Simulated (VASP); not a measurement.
Crystal: NiO.

```
CELL_PARAMETERS angstrom
0.00000 2.09131 2.09131
2.09131 0.00000 2.09131
2.09131 2.09131 0.00000
ATOMIC_POSITIONS crystal
Ni 0.00000 0.00000 0.00000
O 0.50000 0.50000 0.50000
```

| Property | Result |
| --- | --- |
| Program | VASP 6.6.1 |
| Task | relaxation of cell and atoms |
| Functional | PBE |
| Potentials or basis | VASP PAW PBE potentials, release 64 (Ni_sv_GW, O) |
| Cutoff | 700 eV |
| k mesh | 8 × 8 × 8 |
| Occupations | gaussian, width 0.1 eV |
| Spin | collinear spin, ferromagnetic start |
| Starting moments | [1.89, 0.22] μB |
| Hubbard terms | Ni d U = 6.2 eV |

At the start: pressure 9.7 GPa; volume 9.15 Å³/atom.

Task: How do energy, volume and symmetry change on relaxing?

Result: Over 3 steps the energy falls by 12.4 meV/atom and the volume is 9.58 Å³/atom (+4.7 %); space group Fm-3m (No. 225, to 0.1 Å) before and after; moment 2.00 μB per cell.

The path:
| step | energy change (eV) | largest force (eV/Å) | pressure (GPa) | volume (Å³) |
| --- | --- | --- | --- | --- |
| 1 | 0.0000 | 0.0000 | 9.67 | 18.29 |
| 2 | -0.0127 | 0.0000 | -5.87 | 19.79 |
| 3 | -0.0248 | 0.0000 | -0.03 | 19.15 |

Final structure:
```
Ni O
1.0
     0.00000    2.12354    2.12354
     2.12354    0.00000    2.12354
     2.12354    2.12354    0.00000
Ni O
1 1
Direct
  0.00000 0.00000 0.00000
  0.50000 0.50000 0.50000
```

Caveat: a cell with one magnetic atom can't hold antiferromagnetic order, which such compounds often take.
